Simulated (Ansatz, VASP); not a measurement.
# SiC in VASP and in Ansatz

```
Si C
1.0
    -0.68735    1.89021    1.89021
     1.89021   -0.68735    1.89021
     1.89021    1.89021   -0.68735
Si C
1 1
Direct
  0.00000 0.00000 0.00000
  0.75000 0.75000 0.75000
```

Alike in both runs: task single point; functional LDA; k mesh 12 × 12 × 12; occupations gaussian, width 0.05 eV; no spin polarisation.

|  | VASP | Ansatz |
| --- | --- | --- |
| version | VASP 6.6.1 | Ansatz 0.2.0 |
| potentials or method | VASP PAW LDA potentials, release 64 (Si, C), cutoff 520 eV | scalar-relativistic, plane waves, PAW |
| valence electrons in the cell | 8 | 8 |

Ansatz gave:

| Property | Result |
| --- | --- |
| gap on the k mesh at the Fermi level (eV) | none |
| rms of the force components (eV/Å) | 17.519 |

Problem. Which values does VASP return?

Solution. gap on the k mesh at the Fermi level (eV): none; rms of the force components (eV/Å): 17.173.

LDA's correlation is that of Perdew and Zunger in VASP and of Perdew and Wang (1992) in Ansatz. Atom by atom the forces differ by 0.346 eV/Å (rms over components). A gap of «none» marks a metal or a gap that the smearing closes.
